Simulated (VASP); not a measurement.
Hf:

```
Hf
1.0
     3.19670    0.00000    0.00000
    -1.59835    2.76842    0.00000
     0.00000    0.00000    5.05780
Hf
2
Direct
  0.66667 0.33333 0.75000
  0.33333 0.66667 0.25000
```

| Item | Value |
| --- | --- |
| Program | VASP 6.6.1 |
| Task | relaxation of cell and atoms |
| Functional | PBEsol |
| Potentials or basis | VASP PAW PBE potentials, release 64 (Hf_pv) |
| Cutoff | 600 eV |
| k mesh | 10 × 10 × 5 |
| Occupations | fermi-dirac, width 0.05 eV |
| Spin | no spin polarisation |

At the start: pressure -4.3 GPa; volume 22.38 Å³/atom.

**Question.** Where does the relaxation end?

**Answer.** Over 4 steps the energy falls by 12.2 meV/atom and the volume is 21.49 Å³/atom (-4.0 %); space group P6_3/mmc (No. 194, to 0.1 Å) before and after.

The path:
| step | energy change (eV) | largest force (eV/Å) | pressure (GPa) | volume (Å³) |
| --- | --- | --- | --- | --- |
| 1 | 0.0000 | 0.0000 | -4.28 | 44.76 |
| 2 | 0.0117 | 0.0000 | 5.97 | 41.00 |
| 3 | -0.0244 | 0.0000 | -0.04 | 43.02 |
| 4 | -0.0244 | 0.0000 | 0.05 | 42.98 |

Final structure:
```
Hf
1.0
     3.15553    0.00000    0.00000
    -1.57776    2.73277    0.00000
     0.00000    0.00000    4.98440
Hf
2
Direct
  0.66667 0.33333 0.75000
  0.33333 0.66667 0.25000
```

Caveat: the PAW data sets were made with another functional, which shifts forces and pressure a little.
